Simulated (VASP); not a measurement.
AlN: single point with PBEsol

Crystal: AlN.

```xyz
4
Lattice="3.3121 0.0497 0.0000 -1.6130 2.8435 0.0000 0.0000 0.0000 4.1876" Properties=species:S:1:pos:R:3 pbc="T T T"
Al    0.0287    1.9123    3.1407
Al    1.6704    0.9810    1.0469
N     0.0287    1.9123    1.0469
N     1.6704    0.9810    3.1407
```

```
Program             : VASP 6.6.1
Task                : single point
Functional          : PBEsol
Potentials or basis : VASP PAW PBE potentials, release 64 (Al, N)
Cutoff              : 520 eV
k mesh              : 12 × 12 × 6
Occupations         : gaussian, width 0.05 eV
Spin                : no spin polarisation
```

| Property | Result |
| --- | --- |
| Pressure | -3.4 GPa |
| Largest force | 0.400 eV/Å |
| Band gap on the k mesh | 3.18 eV |

Forces in eV/Å, atoms in the order of the input:
```
Al  -0.325  0.020  0.000
Al   0.325 -0.020  0.000
N   -0.400  0.020  0.000
N    0.400 -0.020  0.000
```

Stress tensor (GPa, compression positive):
```
-2.94 -4.97  0.00
-4.97 -3.09  0.00
 0.00  0.00 -4.23
```

Levels at points of the mesh, in eV from the valence-band top:
| k point | band 4 | band 5 | band 6 | band 7 | band 8 | band 9 | band 10 | band 11 | band 12 | band 13 |
| --- | --- | --- | --- | --- | --- | --- | --- | --- | --- | --- |
| (0.00, 0.00, 0.00) | -3.34 | -3.22 | -1.68 | -1.55 | 0.00 | 3.18 | 4.32 | 7.93 | 8.39 | 10.93 |
| (0.50, 0.00, 0.00) | -4.87 | -4.35 | -4.31 | -2.86 | -1.38 | 3.99 | 7.07 | 7.21 | 9.17 | 9.33 |
| (0.00, 0.50, 0.00) | -4.76 | -4.50 | -4.33 | -2.91 | -1.46 | 3.76 | 7.02 | 7.05 | 9.07 | 9.24 |
| (0.50, 0.50, 0.00) | -4.65 | -4.65 | -4.34 | -2.97 | -1.53 | 3.54 | 6.83 | 7.03 | 8.82 | 9.35 |
| (0.00, 0.00, 0.50) | -3.74 | -2.54 | -2.54 | -2.43 | -2.43 | 5.54 | 5.54 | 8.10 | 8.10 | 8.59 |
| (0.50, 0.00, 0.50) | -7.33 | -3.13 | -3.13 | -1.75 | -1.75 | 5.10 | 5.10 | 9.16 | 9.16 | 11.22 |
| (0.00, 0.50, 0.50) | -7.29 | -3.26 | -3.26 | -1.76 | -1.76 | 4.95 | 4.95 | 9.17 | 9.17 | 11.23 |
| (0.50, 0.50, 0.50) | -7.26 | -3.39 | -3.39 | -1.78 | -1.78 | 4.81 | 4.81 | 9.18 | 9.18 | 11.37 |

Run time: 87 s on 1 thread of Intel(R) Xeon(R) Platinum 8488C (Sapphire Rapids) (shared host), peak memory 0.26 GiB.

Caveat: the cell stands under tension; the PAW data sets were made with another functional, which shifts forces and pressure a little. A k mesh can miss the band edges.
